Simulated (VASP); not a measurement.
Al3VN4, 8 atoms in the cell. Symmetry: Pm-3m, No. 221, cubic system. Conventional cell: a = 4.108 Å, b = 4.108 Å, c = 4.108 Å, α = 90.00°, β = 90.00°, γ = 90.00°. Within 2.7 Å of Al (site symmetry 4/mmm) lie 6 N at 2.05 Å. V (site symmetry m-3m) has 6 N at 2.05 Å within 2.7 Å. Within 2.7 Å of N (site symmetry 4/mmm) lie 4 Al at 2.05 Å and 2 V at 2.05 Å. N (site symmetry m-3m) has 6 Al at 2.05 Å within 2.7 Å. 

- Program: VASP 6.6.1
- Task: single point
- Functional: PBE
- Potentials or basis: VASP PAW PBE potentials, release 64 (Al, V_sv, N)
- Cutoff: 520 eV
- k mesh: 4 × 4 × 4
- Occupations: gaussian, width 0.1 eV
- Spin: collinear spin, ferromagnetic start
- Starting moments: [0.0, 0.0, 0.0, 2.0, 0.0, 0.0, 0.0, 0.0] μB
- Dipole correction: no
- Further INCAR settings: ALGO = Normal; EDIFF = 1e-07; NBANDS = 35

Potentials or basis: VASP PAW PBE potentials, release 64 (Al, V_sv, N).

The run is started by

```sh
$ cat potpaw_PBE.64/Al/POTCAR potpaw_PBE.64/V_sv/POTCAR potpaw_PBE.64/N/POTCAR > POTCAR
$ mpirun -np 1 vasp_std > vasp.out
```

Hardware: 1 thread of Intel Xeon 8259CL, with other jobs on the host.

**Question.** Estimate the wall time of this run.

**Answer.** Wall time 88 s on 1 thread of Intel Xeon 8259CL (shared host), peak memory 0.22 GiB. Counts: scf iterations 17, k points 10.
